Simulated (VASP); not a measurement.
TePb, 2 atoms in the cell. Symmetry: Pm-3m, No. 221, cubic system. The conventional cell has a = 4.002 Å, b = 4.002 Å, c = 4.002 Å, α = 90.00°, β = 90.00°, γ = 90.00°. Pb (site symmetry m-3m) has 8 Te at 3.47 Å and 6 Pb at 4.00 Å within 4.6 Å. Within 4.6 Å of Te (site symmetry m-3m) lie 8 Pb at 3.47 Å and 6 Te at 4.00 Å. 

* Program: VASP 6.6.1
* Task: relaxation of cell and atoms
* Functional: BLYP
* Potentials or basis: VASP PAW PBE potentials, release 64 (Pb_d, Te)
* Cutoff: 600 eV
* k mesh: 7 × 7 × 7
* Occupations: fermi-dirac, width 0.05 eV
* Spin: no spin polarisation
* Dipole correction: no
* Further INCAR settings: ALGO = Normal; EDIFF = 1e-07; IBRION = 2; EDIFFG = -0.01; NSW = 60; ISIF = 3

Potentials or basis: VASP PAW PBE potentials, release 64 (Pb_d, Te).

The run is started by

```bash
$ cat potpaw_PBE.64/Pb_d/POTCAR potpaw_PBE.64/Te/POTCAR > POTCAR
$ mpirun -np 1 vasp_std > vasp.out
```

Hardware: 1 thread of Intel Xeon 8259CL, with other jobs on the host.

**Question.** How long does it take, and how much memory?

**Answer.** It took 2.2 min on 1 thread of Intel Xeon 8259CL, with other jobs on the host, peak memory 0.2 GiB. Counts: scf iterations 36, k points 20, ion steps 3.
